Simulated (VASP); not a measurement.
Be3CdS2: relaxation of cell and atoms with PBE

Be3CdS2:

```
CELL_PARAMETERS angstrom
5.73342 0.00000 0.00000
-2.86671 4.96529 0.00000
0.00000 0.00000 2.97470
ATOMIC_POSITIONS crystal
Be 0.50000 0.00000 0.50000
Be 0.50000 0.50000 0.50000
Be 0.00000 0.50000 0.50000
Cd 0.00000 0.00000 0.00000
S 0.33333 0.66667 0.00000
S 0.66667 0.33333 0.00000
```

The cell was built from a structure type or drawn by symmetry, and may not be a known phase.

```yaml
Program: VASP 6.6.1
Task: relaxation of cell and atoms
Functional: PBE
Potentials_or_basis: VASP PAW PBE potentials, release 64 (Be, Cd, S)
Cutoff: 600 eV
k_mesh: 12 × 12 × 12
Occupations: gaussian, width 0.1 eV
Spin: no spin polarisation
Dipole_correction: no
Further_INCAR_settings: ALGO = Normal; EDIFF = 1e-07; IBRION = 2; EDIFFG = -0.01; NSW = 100; ISIF = 3
```

- Relaxed volume: 14.39 Å³/atom
- Relaxed cell: a = 5.708 Å, b = 5.708 Å, c = 3.060 Å, α = 90.00°, β = 90.00°, γ = 120.00°
- Space group after relaxing (to 0.1 Å): P6/mmm (No. 191)
- Energy gained by relaxing: 6.4 meV/atom
- Ionic steps: 7
- Pressure after relaxing: 0.0 GPa

Step by step:
```tsv
step	energy change (eV)	largest force (eV/Å)	pressure (GPa)	volume (Å³)
1	0.0000	0.0000	2.03	84.68
2	-0.0334	0.0000	-0.23	86.89
3	-0.0342	0.0000	-0.62	87.32
4	-0.0376	0.0000	-0.30	86.80
5	-0.0381	0.0000	-0.13	86.53
6	-0.0381	0.0000	-0.12	86.52
7	-0.0382	0.0000	0.01	86.37
```

Final structure:
```yaml
crystal:
  lattice:
    - [5.70834, 0.00000, 0.00000]
    - [-2.85417, 4.94357, 0.00000]
    - [0.00000, 0.00000, 3.06049]
  atoms:
    - { symbol: Be, position: [0.50000, 0.00000, 0.50000] }
    - { symbol: Be, position: [0.50000, 0.50000, 0.50000] }
    - { symbol: Be, position: [0.00000, 0.50000, 0.50000] }
    - { symbol: Cd, position: [0.00000, 0.00000, 0.00000] }
    - { symbol: S, position: [0.33333, 0.66667, 0.00000] }
    - { symbol: S, position: [0.66667, 0.33333, 0.00000] }
```

Levels at points of the mesh, in eV from the Fermi level:
```
           k point  band 12  band 13  band 14  band 15  band 16  band 17  band 18  band 19
(0.00, 0.00, 0.00)    -4.70    -3.70    -1.97     0.35     0.35     2.70     3.10     4.18
(0.50, 0.00, 0.00)    -3.25    -3.21    -2.69    -0.40     0.36     1.87     3.09     3.46
(0.00, 0.00, 0.50)    -3.56    -3.56    -0.67    -0.67    -0.46    -0.46    -0.40    -0.29
(0.50, 0.00, 0.50)    -4.09    -3.00    -2.72    -1.52     0.26     0.97     1.40     2.47
```

Wall time 13 min on 1 thread of Intel(R) Xeon(R) Platinum 8259CL CPU @ 2.50GHz (Skylake/Cascade Lake) (shared host), peak memory 0.43 GiB.

Caveat: the highest band is partly filled, so the run has too few bands.
